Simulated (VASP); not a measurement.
A run of VASP 6.6.1:

INCAR

```
SYSTEM = MgO
ALGO = Normal
EDIFF = 1E-7
ENCUT = 520
GGA = PS
ISIF = 2
ISMEAR = 0
LASPH = .TRUE.
LCHARG = .FALSE.
LREAL = .FALSE.
LWAVE = .FALSE.
NBANDS = 16
NELM = 100
PREC = Accurate
SIGMA = 0.05
```

File KPOINTS:

```
k-points
0
G
  9 9 6
  0 0 0
```

Contents of POSCAR:

```
MgO
1.0
    3.3773564079      0.0000000000      0.0000000000
   -1.6886782040      2.9248764469      0.0000000000
    0.0000000000      0.0000000000      4.4521300693
Mg O
2 2
Direct
    0.6666666667      0.3333333333      0.7500000000
    0.3333333333      0.6666666667      0.2500000000
    0.6666666667      0.3333333333      0.2500000000
    0.3333333333      0.6666666667      0.7500000000
```

Potentials or basis: VASP PAW PBE potentials, release 64 (Mg, O).

Command:

```sh
$ cat potpaw_PBE.64/Mg/POTCAR potpaw_PBE.64/O/POTCAR > POTCAR
$ mpirun -np 1 vasp_std > vasp.out
```

Hardware: 1 thread of Intel(R) Xeon(R) Platinum 8488C (Sapphire Rapids), with other jobs on the host.

**Question.** Estimate the wall time of this run.

**Answer.** It took 22 s on 1 thread of Intel(R) Xeon(R) Platinum 8488C (Sapphire Rapids), on a shared host, peak memory 0.18 GiB. Counts: scf iterations 13, k points 48.
